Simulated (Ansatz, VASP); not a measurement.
## One calculation of SnS, two programs

```
CELL_PARAMETERS angstrom
11.39202 0.00000 0.00000
0.00000 3.95686 0.00000
0.00000 0.00000 4.53281
ATOMIC_POSITIONS crystal
Sn 0.62163 0.25000 0.36954
Sn 0.37837 0.75000 0.63046
Sn 0.87837 0.75000 0.86954
Sn 0.12163 0.25000 0.13046
S 0.34750 0.25000 0.01060
S 0.65250 0.75000 0.98940
S 0.15250 0.75000 0.51060
S 0.84750 0.25000 0.48940
```

Alike in both runs: task electric field gradients; functional PBE; k mesh 3 × 8 × 7; occupations fermi-dirac, width 0.01 eV; no spin polarisation.

|  | VASP | Ansatz |
| --- | --- | --- |
| version | VASP 6.6.1 | Ansatz 0.2.0 |
| potentials or method | VASP PAW PBE potentials, release 64 (Sn_d, S) | plane-wave PAW, scalar-relativistic |
| plane-wave cutoff (eV) | 400 | 420 |
| valence electrons in the cell | 80 | 80 |

|  | VASP | Ansatz | Ansatz less VASP |
| --- | --- | --- | --- |
| gap on the k mesh at the Fermi level (eV) | 1.03 | 1.03 | 0.000 |
| pressure (GPa) | 1.2 | 1.2 | +0.05 |
| traceless stress, the component that is largest in VASP (GPa) | -0.27 | -0.29 | -0.023 |
| rms of the force components (eV/Å) | 0.115 | 0.111 | -0.0038 |
| size of Vzz on the site where it differs most (V/Å²) | 117.1 | 126.1 | +8.94 |

Atom by atom the forces differ by 0.004 eV/Å (rms over components). The functional is the same, so the differences come from potentials, cutoffs and numerics.
